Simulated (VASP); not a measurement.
# Li: single point with PBEsol

System: Li, a slab with vacuum.

```xyz
6
Lattice="4.8504 0.0000 0.0000 -2.4252 4.2005 0.0000 0.0000 0.0000 24.9504" Properties=species:S:1:pos:R:3 pbc="T T T"
Li    0.0000    1.4002   10.0124
Li    0.0000    4.2005   11.0939
Li    2.4252    2.8004   11.9499
Li    0.0000    1.4002   13.0005
Li    0.0000    4.2005   13.8565
Li    2.4252    2.8004   14.9380
```

```json
{"Program": "VASP 6.6.1", "Task": "single point", "Functional": "PBEsol", "Potentials or basis": "VASP PAW PBE potentials, release 64 (Li_sv)", "Cutoff": "520 eV", "k mesh": "8 × 8 × 1", "Occupations": "fermi-dirac, width 0.08 eV", "Spin": "no spin polarisation"}
```

```yaml
Largest_force: 0.006 eV/Å
Band_gap_on_the_k_mesh: zero (bands 9 and 10 overlap by 0.47 eV)
```

Forces in eV/Å, atoms in the order of the input:
```
Li   0.000  0.000 -0.006
Li   0.000  0.000 -0.001
Li   0.000  0.000 -0.001
Li   0.000  0.000  0.001
Li   0.000  0.000  0.001
Li   0.000  0.000  0.006
```

Levels at points of the mesh, in eV from the Fermi level:
```csv
k point,band 6,band 7,band 8,band 9,band 10,band 11,band 12,band 13
"(0.00, 0.00, 0.00)",-45.86,-3.15,-1.81,-0.32,1.22,2.49,2.66,2.66
"(0.50, 0.00, 0.00)",-45.87,-1.58,-1.57,-0.26,-0.05,0.71,1.25,1.86
```

It took 5.9 min on 1 thread of Intel Xeon 8259CL, on a shared host, peak memory 0.5 GiB.

Caveat: the PAW data sets were made with another functional, which shifts forces and pressure a little.
